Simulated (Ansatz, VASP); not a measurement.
## Pd, level by level in two programs

```
Pd
1.0
     0.00000    1.94650    1.94650
     1.94650    0.00000    1.94650
     1.94650    1.94650    0.00000
Pd
1
Direct
  0.00000 0.00000 0.00000
```

Single points on this cell with VASP 6.6.1 and Ansatz 0.2.0. Each row is one pair of runs. Alike in all rows: spin: off; smearing: fermi-dirac, width 0.05 eV.

```tsv
level	k mesh	VASP's potentials, cutoff	Ansatz's potentials, cutoff	gap on the k mesh at the Fermi level (eV), VASP	gap on the k mesh at the Fermi level (eV), Ansatz
r2SCAN+D4	12 × 12 × 12	VASP PAW PBE potentials, release 64 (Pd_sv_GW), 690 eV	Ansatz PAW, 500 eV	none	none
HF	6 × 6 × 6	VASP PAW PBE potentials, release 64 (Pd_sv_GW), 470 eV	Ansatz PAW, 420 eV	none	none
BHLYP	7 × 7 × 7	VASP PAW PBE potentials, release 64 (Pd_sv_GW), 470 eV	Ansatz PAW, 420 eV	none	none
r2SCAN0	6 × 6 × 6	VASP PAW PBE potentials, release 64 (Pd_sv_GW), 510 eV	Ansatz PAW, 500 eV	none	none
```

A gap of «none» marks a metal or a gap that the smearing closes.

The k mesh is coarse in some rows, so the values compare programs but aren't converged. Noted on Ansatz's runs: Pulay correction over one GPa.
